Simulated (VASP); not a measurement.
# Mn2As2H in VASP: a series of runs, part 4 of 4

VASP 6.6.1.

## (7) Relaxation of cell and atoms, PBE+U

This run uses another cell than the first one, of 18.04 Å³/atom.

INCAR

```
SYSTEM = Mn2As2H
PREC = Accurate
ENCUT = 600
EDIFF = 1E-6
ISMEAR = -1
SIGMA = 0.1255
LREAL = .FALSE.
LASPH = .TRUE.
NELM = 150
ALGO = Normal
ISIF = 3
LWAVE = .FALSE.
LCHARG = .FALSE.
LMAXMIX = 4
LDAU = .TRUE.
LDAUTYPE = 2
LDAUL = -1 2 -1
LDAUU = 0 6 0
LDAUJ = 0 0 0
LDAUPRINT = 1
GGA = PE
IBRION = 2
NSW = 60
EDIFFG = -0.01
```

KPOINTS

```
Automatic mesh
0
G
  5 5 3
  0 0 0
```

POSCAR

```
Mn2As2H
1.0
    1.9915770000      3.4495100000      0.0000000000
   -1.9915770000      3.4495100000      0.0000000000
    0.0000000000      0.0000000000      6.5638170000
As Mn H
2 2 1
Direct
    0.3333000000      0.3334000000      0.2600000000
    0.6667000000      0.6666000000      0.7400000000
    0.3333000000      0.3334000000      0.6200000000
    0.6667000000      0.6666000000      0.3800000000
    0.0000000000      0.0000000000      0.0000000000
```

Potentials or basis: VASP PAW PBE potentials, release 64 (As, Mn_pv, H).

Run with:

```bash
cat potpaw_PBE.64/As/POTCAR potpaw_PBE.64/Mn_pv/POTCAR potpaw_PBE.64/H/POTCAR > POTCAR
mpirun -np 1 vasp_std > vasp.out
```

OUTCAR:

```text
SYSTEM = Mn2As2H
   PREC = Accurate
   ENCUT = 600
   EDIFF = 1E-6
   ISMEAR = -1
   LREAL = .FALSE.
   LASPH = .TRUE.
   NELM = 150
   ISIF = 3
   GGA = PE
   IBRION = 2
   NSW = 60
   EDIFFG = -0.01

 ion  position               nearest neighbor table
   1  0.333  0.333  0.260-   3 2.36   4 2.43   4 2.43   4 2.43
   2  0.667  0.667  0.740-   4 2.36   3 2.43   3 2.43   3 2.43
   3  0.333  0.333  0.620-   1 2.36   2 2.43   2 2.43   2 2.43   4 2.79   4 2.79   4 2.79
   4  0.667  0.667  0.380-   2 2.36   1 2.43   1 2.43   1 2.43   3 2.79   3 2.79   3 2.79
   5  0.000  0.000  0.000-

  LATTYP: Found a hexagonal cell.
 ALAT       =     3.9831517906
 C/A-ratio  =     1.6478952711

  Lattice vectors:

 A1 = (   1.9915770000,  -3.4495100000,   0.0000000000)
 A2 = (   1.9915770000,   3.4495100000,   0.0000000000)
 A3 = (   0.0000000000,   0.0000000000,   6.5638170000)

Analysis of symmetry for initial positions (statically):
=====================================================================
 Subroutine PRICEL returns:
 Original cell was already a primitive cell.

 Routine SETGRP: Setting up the symmetry group for a
 hexagonal supercell.

 Subroutine GETGRP returns: Found  4 space group operations
 (whereof  4 operations were pure point group operations)
 out of a pool of 24 trial point group operations.

The static configuration has the point symmetry C_2h.

Analysis of symmetry for dynamics (positions and initial velocities):
=====================================================================
 Subroutine PRICEL returns:
 Original cell was already a primitive cell.

 Routine SETGRP: Setting up the symmetry group for a
 hexagonal supercell.

 Subroutine GETGRP returns: Found  4 space group operations
 (whereof  4 operations were pure point group operations)
 out of a pool of 24 trial point group operations.

The dynamic configuration has the point symmetry C_2h.

 Subroutine INISYM returns: Found  4 space group operations
 (whereof  4 operations are pure point group operations),
 and found     1 'primitive' translations

----------------------------------------------------------------------------------------

                                     Primitive cell

  volume of cell :      90.1864

  direct lattice vectors                    reciprocal lattice vectors
     1.991577000  3.449510000  0.000000000     0.251057328  0.144948123  0.000000000
    -1.991577000  3.449510000  0.000000000    -0.251057328  0.144948123  0.000000000
     0.000000000  0.000000000  6.563817000     0.000000000  0.000000000  0.152350378

  length of vectors
     3.983151791  3.983151791  6.563817000     0.289896085  0.289896085  0.152350378

  position of ions in fractional coordinates (direct lattice)
[... 852 lines left out ...]
  FREE ENERGIE OF THE ION-ELECTRON SYSTEM (eV)
  ---------------------------------------------------
  free  energy   TOTEN  =       -12.9831832936 eV

  energy  without entropy=      -12.7143369816  energy(sigma->0) =      -12.84876014

[... ionic steps 4 to 17 ...]

--------------------------------------- Ionic step       18  -------------------------------------------

 number of electron      37.0000007 magnetization

------------------------ aborting loop because EDIFF is reached ----------------------------------------
[... 67 lines left out ...]
  FREE ENERGIE OF THE ION-ELECTRON SYSTEM (eV)
  ---------------------------------------------------
  free  energy   TOTEN  =       -13.1688153397 eV

  energy  without entropy=      -12.9166911396  energy(sigma->0) =      -13.04275324

atom =   3  type =  2  l = 2

 onsite density matrix

spin component  1

  0.4508  0.0002 -0.0003 -0.0806  0.0000
  0.0002  0.4832  0.0001 -0.0003 -0.0804
 -0.0003  0.0001  0.7760 -0.0002  0.0001
 -0.0806 -0.0003 -0.0002  0.4836  0.0002
  0.0000 -0.0804  0.0001  0.0002  0.4508

spin component  2

  0.4508  0.0002 -0.0003 -0.0806  0.0000
  0.0002  0.4832  0.0001 -0.0003 -0.0804
 -0.0003  0.0001  0.7760 -0.0002  0.0001
 -0.0806 -0.0003 -0.0002  0.4836  0.0002
  0.0000 -0.0804  0.0001  0.0002  0.4508

 occupancies and eigenvectors

  o =  0.3848  v =  0.6707 -0.3164  0.0010  0.5476 -0.3875  0.0000  0.0000  0.0000  0.0000  0.0000      0.0000  0.0000  0.0000  0.0000  0.0000  0.0000  0.0000  0.0000  0.0000  0.0000
  o =  0.3848  v =  0.0000  0.0000  0.0000  0.0000  0.0000  0.6707 -0.3164  0.0010  0.5476 -0.3875      0.0000  0.0000  0.0000  0.0000  0.0000  0.0000  0.0000  0.0000  0.0000  0.0000
  o =  0.3851  v =  0.3869  0.5489  0.0000  0.3171  0.6697  0.0000  0.0000  0.0000  0.0000  0.0000      0.0000  0.0000  0.0000  0.0000  0.0000  0.0000  0.0000  0.0000  0.0000  0.0000
  o =  0.3851  v =  0.0000  0.0000  0.0000  0.0000  0.0000  0.3869  0.5489  0.0000  0.3171  0.6697      0.0000  0.0000  0.0000  0.0000  0.0000  0.0000  0.0000  0.0000  0.0000  0.0000
  o =  0.5487  v =  0.3168 -0.6699  0.0000 -0.3866  0.5490  0.0000  0.0000  0.0000  0.0000  0.0000      0.0000  0.0000  0.0000  0.0000  0.0000  0.0000  0.0000  0.0000  0.0000  0.0000
  o =  0.5487  v =  0.0000  0.0000  0.0000  0.0000  0.0000  0.3168 -0.6699  0.0000 -0.3866  0.5490      0.0000  0.0000  0.0000  0.0000  0.0000  0.0000  0.0000  0.0000  0.0000  0.0000
  o =  0.5497  v =  0.0000  0.0000  0.0000  0.0000  0.0000  0.5478  0.3872 -0.0001 -0.6709 -0.3161      0.0000  0.0000  0.0000  0.0000  0.0000  0.0000  0.0000  0.0000  0.0000  0.0000
  o =  0.5497  v =  0.5478  0.3872 -0.0001 -0.6709 -0.3161  0.0000  0.0000  0.0000  0.0000  0.0000      0.0000  0.0000  0.0000  0.0000  0.0000  0.0000  0.0000  0.0000  0.0000  0.0000
  o =  0.7760  v =  0.0000  0.0000  0.0000  0.0000  0.0000 -0.0006  0.0004  1.0000 -0.0006  0.0004      0.0000  0.0000  0.0000  0.0000  0.0000  0.0000  0.0000  0.0000  0.0000  0.0000
  o =  0.7760  v = -0.0006  0.0004  1.0000 -0.0006  0.0004  0.0000  0.0000  0.0000  0.0000  0.0000      0.0000  0.0000  0.0000  0.0000  0.0000  0.0000  0.0000  0.0000  0.0000  0.0000

atom =   4  type =  2  l = 2

 onsite density matrix

spin component  1

  0.4508  0.0002 -0.0003 -0.0806  0.0000
  0.0002  0.4832  0.0001 -0.0003 -0.0804
 -0.0003  0.0001  0.7760 -0.0002  0.0001
 -0.0806 -0.0003 -0.0002  0.4836  0.0002
  0.0000 -0.0804  0.0001  0.0002  0.4508

spin component  2

  0.4508  0.0002 -0.0003 -0.0806  0.0000
  0.0002  0.4832  0.0001 -0.0003 -0.0804
 -0.0003  0.0001  0.7760 -0.0002  0.0001
 -0.0806 -0.0003 -0.0002  0.4836  0.0002
  0.0000 -0.0804  0.0001  0.0002  0.4508

 occupancies and eigenvectors

  o =  0.3848  v =  0.6707 -0.3164  0.0010  0.5476 -0.3875  0.0000  0.0000  0.0000  0.0000  0.0000      0.0000  0.0000  0.0000  0.0000  0.0000  0.0000  0.0000  0.0000  0.0000  0.0000
  o =  0.3848  v =  0.0000  0.0000  0.0000  0.0000  0.0000  0.6707 -0.3164  0.0010  0.5476 -0.3875      0.0000  0.0000  0.0000  0.0000  0.0000  0.0000  0.0000  0.0000  0.0000  0.0000
  o =  0.3851  v =  0.3869  0.5489  0.0000  0.3171  0.6697  0.0000  0.0000  0.0000  0.0000  0.0000      0.0000  0.0000  0.0000  0.0000  0.0000  0.0000  0.0000  0.0000  0.0000  0.0000
  o =  0.3851  v =  0.0000  0.0000  0.0000  0.0000  0.0000  0.3869  0.5489  0.0000  0.3171  0.6697      0.0000  0.0000  0.0000  0.0000  0.0000  0.0000  0.0000  0.0000  0.0000  0.0000
  o =  0.5487  v =  0.3168 -0.6699  0.0000 -0.3866  0.5490  0.0000  0.0000  0.0000  0.0000  0.0000      0.0000  0.0000  0.0000  0.0000  0.0000  0.0000  0.0000  0.0000  0.0000  0.0000
  o =  0.5487  v =  0.0000  0.0000  0.0000  0.0000  0.0000  0.3168 -0.6699  0.0000 -0.3866  0.5490      0.0000  0.0000  0.0000  0.0000  0.0000  0.0000  0.0000  0.0000  0.0000  0.0000
  o =  0.5497  v =  0.0000  0.0000  0.0000  0.0000  0.0000  0.5478  0.3872 -0.0001 -0.6709 -0.3161      0.0000  0.0000  0.0000  0.0000  0.0000  0.0000  0.0000  0.0000  0.0000  0.0000
  o =  0.5497  v =  0.5478  0.3872 -0.0001 -0.6709 -0.3161  0.0000  0.0000  0.0000  0.0000  0.0000      0.0000  0.0000  0.0000  0.0000  0.0000  0.0000  0.0000  0.0000  0.0000  0.0000
  o =  0.7760  v =  0.0000  0.0000  0.0000  0.0000  0.0000 -0.0006  0.0004  1.0000 -0.0006  0.0004      0.0000  0.0000  0.0000  0.0000  0.0000  0.0000  0.0000  0.0000  0.0000  0.0000
  o =  0.7760  v = -0.0006  0.0004  1.0000 -0.0006  0.0004  0.0000  0.0000  0.0000  0.0000  0.0000      0.0000  0.0000  0.0000  0.0000  0.0000  0.0000  0.0000  0.0000  0.0000  0.0000

--------------------------------------- Ionic step       20  -------------------------------------------

 number of electron      37.0000007 magnetization

 Free energy of the ion-electron system (eV)
  ---------------------------------------------------
  ext. energy  EPLUGINS =         0.00000000
  ---------------------------------------------------
  free energy    TOTEN  =       -13.16887764 eV

  energy without entropy =      -12.91678195  energy(sigma->0) =      -13.04282979

 E-fermi :   5.4615     XC(G=0): -10.8843

 val. band max:        5.4288875532   @ k =   0.4000   0.2000   0.0000
 cond. band min:       5.5064477153   @ k =  -0.4000   0.2000   0.0000
 fundamental gap:      0.0775601621
 Fermi energy:         5.4615322638

 k-point     1 :       0.0000    0.0000    0.0000
  band No.  band energies     occupation
      1     -42.3820      2.00000
      2     -42.3818      2.00000
      3     -42.2852      2.00000
      4     -42.2851      2.00000
      5     -41.4460      2.00000
      6     -41.3666      2.00000
[... 621 lines left out ...]
  FREE ENERGIE OF THE ION-ELECTRON SYSTEM (eV)
  ---------------------------------------------------
  free  energy   TOTEN  =       -13.1688776390 eV

  energy  without entropy=      -12.9167819481  energy(sigma->0) =      -13.04282979

 reached required accuracy - stopping structural energy minimisation
```

Run time: 53 min. Hardware: 1 thread of AMD EPYC 7R43 (Zen 3), shared host; peak memory 0.24 GiB.

Results:

- Free energy: -13.1689 eV
- Relaxed volume: 14.73 Å³/atom
- Relaxed cell: a = 3.786 Å, b = 3.785 Å, c = 5.933 Å, α = 89.95°, β = 90.00°, γ = 59.99°
- Space group after relaxing (to 0.1 Å): P-3m1 (No. 164)
- Energy gained by relaxing: 112.9 meV/atom
- Ionic steps: 20
- Pressure after relaxing: 0.1 GPa
- Largest force after relaxing: 0.010 eV/Å
- Band gap on the k mesh: zero (an odd number of electrons rules out a gap without spin polarisation)

Forces in eV/Å, atoms in the order of the input:
```
As  -0.003  0.002 -0.009
As   0.003 -0.002  0.009
Mn   0.001  0.000  0.010
Mn  -0.001  0.000 -0.010
H    0.000  0.000  0.000
```

Step by step:
| step | energy change (eV) | largest force (eV/Å) | pressure (GPa) | volume (Å³) |
| --- | --- | --- | --- | --- |
| 1 | 0.0000 | 0.2600 | -8.34 | 90.19 |
| 2 | -0.3779 | 1.2243 | 1.28 | 78.46 |
| 3 | -0.3790 | 1.1667 | 0.67 | 78.94 |
| 4 | -0.4590 | 0.2572 | 1.57 | 77.44 |
| 5 | -0.4590 | 0.2657 | 1.46 | 77.47 |
| 6 | -0.5047 | 0.0253 | -1.86 | 78.48 |
| 7 | -0.5057 | 0.0156 | -2.35 | 78.64 |
| 8 | -0.5292 | 0.4144 | -0.18 | 76.59 |
| 9 | -0.5292 | 0.4171 | -0.18 | 76.58 |
| 10 | -0.5474 | 0.2961 | 0.14 | 75.45 |
| 11 | -0.5553 | 0.1109 | 1.88 | 72.10 |
| 12 | -0.5604 | 0.1405 | 1.17 | 73.39 |
| 13 | -0.5594 | 0.0995 | -1.58 | 74.32 |
| 14 | -0.5643 | 0.0502 | -0.21 | 73.81 |
| 15 | -0.5643 | 0.0463 | -0.21 | 73.80 |
| 16 | -0.5641 | 0.0430 | 0.11 | 73.70 |
| 17 | -0.5643 | 0.0510 | -0.15 | 73.79 |
| 18 | -0.5646 | 0.0368 | 0.02 | 73.65 |
| 19 | -0.5646 | 0.0224 | -0.04 | 73.70 |
| 20 | -0.5647 | 0.0099 | 0.05 | 73.63 |

Final structure:
```xyz
5
Lattice="1.8930 3.2788 0.0000 -1.8922 3.2783 0.0015 -0.0025 0.0015 5.9333" Properties=species:S:1:pos:R:3 pbc="T T T"
As   -0.0013    2.1866    1.3665
As   -0.0004    4.3720    4.5683
Mn   -0.0011    2.1865    3.6981
Mn   -0.0006    4.3721    2.2367
H     0.0000    0.0000    0.0000
```

Levels at points of the mesh, in eV from the Fermi level:
| k point | band 16 | band 17 | band 18 | band 19 | band 20 | band 21 |
| --- | --- | --- | --- | --- | --- | --- |
| (0.00, 0.00, 0.00) | -0.64 | -0.64 | 0.99 | 1.02 | 1.02 | 2.88 |

Eigenvalues of the final occupation matrices:
```csv
site,spin,trace,eigenvalues
site 3 d,1,2.64,0.38 0.39 0.55 0.55 0.78
site 3 d,2,2.64,0.38 0.39 0.55 0.55 0.78
site 4 d,1,2.64,0.38 0.39 0.55 0.55 0.78
site 4 d,2,2.64,0.38 0.39 0.55 0.55 0.78
```

Caveat: the k points lie up to 0.38 Å⁻¹ apart in the final cell, too coarse for converged energies and pressures of a metal; the volume moved by over 15 % at a fixed basis, so the end points are rough; the run has no spin polarisation, though such a crystal can be magnetic; U without spin polarisation on a metal has little footing; the U is typed as a test and isn't derived for this compound.

## (8) Overview

| task | level | U | cell | cutoff (eV) | gap on the mesh (eV) | pressure (GPa) | relaxed volume (Å³/atom) | largest force (eV/Å) |
| --- | --- | --- | --- | --- | --- | --- | --- | --- |
| single point | PBE | - | a = 3.388, b = 3.388, c = 6.991 Å, angles 90.0, 90.0, 60.0°, 5 atoms, atomic positions A | 520 | none | 0.2 | - | 0.04 |
| relaxation of cell and atoms | PBE | - | relaxed from a = 3.983, b = 3.983, c = 6.564 Å, angles 90.0, 90.0, 60.0°, 5 atoms, atomic positions B | 600 | none | 0.0 | 13.89 | - |
| relaxation of cell and atoms | PBE+U | Mn d U = 6.0 eV | relaxed from a = 3.983, b = 3.983, c = 6.564 Å, angles 90.0, 90.0, 60.0°, 5 atoms, atomic positions B | 600 | none | 0.1 | 14.73 | 0.01 |

Alike in all rows: potentials or basis VASP PAW PBE potentials, release 64 (As, Mn_pv, H); no spin polarisation; k mesh 5 × 5 × 3; smearing fermi-dirac 0.1255 eV.

Caveats: all runs use coarse meshes; the run has no spin polarisation, though such a crystal can be magnetic; the volume moved by over 15 % at a fixed basis, so the end points are rough (at least some runs); U without spin polarisation on a metal has little footing (at least some runs); the U is typed as a test and isn't derived for this compound (at least some runs).

Total energies depend on the potentials used, so only differences within one code and one set of settings carry meaning.
